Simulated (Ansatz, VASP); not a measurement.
TiO2: VASP beside Ansatz

Contents of INCAR:

```
  PREC = Accurate
  ENCUT = 520
  EDIFF = 1E-6
  ISMEAR = 0
  SIGMA = 0.05
  LREAL = F
  LASPH = T
  NELM = 150
  ALGO = Normal
  ISIF = 2
  LWAVE = F
  LCHARG = T
  LMAXMIX = 4
  LDAU = T
  LDAUTYPE = 2
  LDAUL = 2 -1
  LDAUU = 4 0
  LDAUJ = 0 0
  LDAUPRINT = 1
  GGA = PE
  LELF = T
  LVHAR = T
  NBANDS = 33
```

KPOINTS

```
Automatic mesh
0
Gamma
  8 8 8
```

Contents of POSCAR:

```
TiO2
1.0
   -2.0560227262      2.0560227262      4.2140241797
    2.0560227262     -2.0560227262      4.2140241797
    2.0560227262      2.0560227262     -4.2140241797
Ti O
2 4
Direct
    0.0000000000      0.0000000000      0.0000000000
    0.7500000000      0.2500000000      0.5000000000
    0.1898900642      0.1898900642      0.0000000000
    0.9398900642      0.4398900642      0.5000000000
    0.5601099358      0.0601099358      0.5000000000
    0.8101099358      0.8101099358      0.0000000000
```

Input for Ansatz:

```yaml
crystal:
  lattice:
    - [-2.0560227262, 2.0560227262, 4.2140241797]
    - [2.0560227262, -2.0560227262, 4.2140241797]
    - [2.0560227262, 2.0560227262, -4.2140241797]
  atoms:
    - { symbol: Ti, position: [0.0, 0.0, 0.0] }
    - { symbol: Ti, position: [0.75, 0.25, 0.5] }
    - { symbol: O, position: [0.1898900642, 0.1898900642, 0.0] }
    - { symbol: O, position: [0.9398900642, 0.4398900642, 0.5] }
    - { symbol: O, position: [0.5601099358, 0.0601099358, 0.5] }
    - { symbol: O, position: [0.8101099358, 0.8101099358, 0.0] }
basis:
  ecutwfc: 520.0
kpoints:
  mp_grid: { grid: [8, 8, 8] }
hamiltonian:
  xc: pbe
  pseudopotentials: { kind: paw, azcp: { folder: soft_1 } }
  hubbard: { sites: [{ species: Ti, l: d, u_eff: 4.0 }] }
scf:
  occupations: { method: gaussian, width: 0.05 }
output:
  forces: true
  stress: true
  eigenvalues: true
```

Alike in both runs: task single point; functional PBE; k mesh 8 × 8 × 8; occupations gaussian, width 0.05 eV; no spin polarisation; Hubbard terms Ti d U = 4.0 eV.

|  | VASP | Ansatz |
| --- | --- | --- |
| version | VASP 6.6.1 | Ansatz 0.2.0 |
| potentials or method | VASP PAW PBE potentials, release 64 (Ti_sv, O), cutoff 520 eV | scalar-relativistic, plane waves, PAW |
| valence electrons in the cell | 48 | 48 |

|  | VASP | Ansatz | Ansatz less VASP |
| --- | --- | --- | --- |
| gap on the k mesh at the Fermi level (eV) | 2.59 | 2.76 | +0.176 |
| least direct gap on the mesh (eV) | 2.63 | 2.81 | +0.176 |
| rms of the force components (eV/Å) | 6.295 | 6.041 | -0.2543 |

The programs project onto different local orbitals, so the same U acts differently, and such runs can settle in different states. Atom by atom the forces differ by 0.254 eV/Å (rms over components).
